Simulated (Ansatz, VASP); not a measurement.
Ga in VASP and in Ansatz

```xyz
2
Lattice="1.3548 -3.9443 0.0000 1.3548 3.9443 0.0000 -0.1151 0.0000 3.2620" Properties=species:S:1:pos:R:3 pbc="T T T"
Ga    1.3260   -2.9109    0.8155
Ga    1.2685    2.9109    2.4465
```

Change from the starting cell: volume scaled by 0.94, crystal datasets.

Alike in both runs: task electric field gradients; functional PBEsol; k mesh 14 × 14 × 11; occupations fermi-dirac, width 0.03 eV; no spin polarisation.

|  | VASP | Ansatz |
| --- | --- | --- |
| version | VASP 6.6.1 | Ansatz 0.2.0 |
| potentials or method | VASP PAW PBE potentials, release 64 (Ga_d), cutoff 520 eV | all-electron PAW with datasets made for the crystal, scalar-relativistic |

|  | VASP | Ansatz | Ansatz less VASP |
| --- | --- | --- | --- |
| pressure (GPa) | 2.0 | 2.0 | -0.05 |
| traceless stress, the component that is largest in VASP (GPa) | -0.17 | -0.15 | +0.016 |
| rms of the force components (eV/Å) | 0.121 | 0.121 | +0.0005 |
| size of Vzz on the site where it differs most (V/Å²) | 26.8 | 28.5 | +1.70 |

VASP's potentials were made for PBE, not for PBEsol. Atom by atom the forces differ by 0.001 eV/Å (rms over components). Ansatz ran all-electron here, and VASP with PAW potentials.
